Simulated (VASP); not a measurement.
Here is a VASP 6.6.1 calculation.

INCAR

```
PREC = Accurate
ENCUT = 520
EDIFF = 1E-6
ISMEAR = 0
SIGMA = 0.1
LREAL = F
LASPH = T
NELM = 60
ALGO = Fast
ISIF = 2
LWAVE = F
LCHARG = F
GGA = PE
NBANDS = 19
```

File KPOINTS:

```
Automatic mesh
0
Gamma
  18 18 8
```

The input POSCAR:

```
Cd
1.0
    3.0137840720      0.0000000000      0.0000000000
   -1.5068920360      2.6100135678      0.0000000000
    0.0000000000      0.0000000000      5.8309285148
Cd
2
Direct
    0.0000000000      0.0000000000      0.0000000000
    0.3333333333      0.6666666667      0.5000000000
```

Potentials or basis: VASP PAW PBE potentials, release 64 (Cd).

Command:

```console
$ cat potpaw_PBE.64/Cd/POTCAR > POTCAR
$ mpirun -np 1 vasp_std > vasp.out
```

(1) Estimate the band gap on the k mesh.

(2) What does it give for the pressure?

## Answers

(1) zero (bands 12 and 13 overlap by 4.46 eV).

(2) 0.3 GPa.
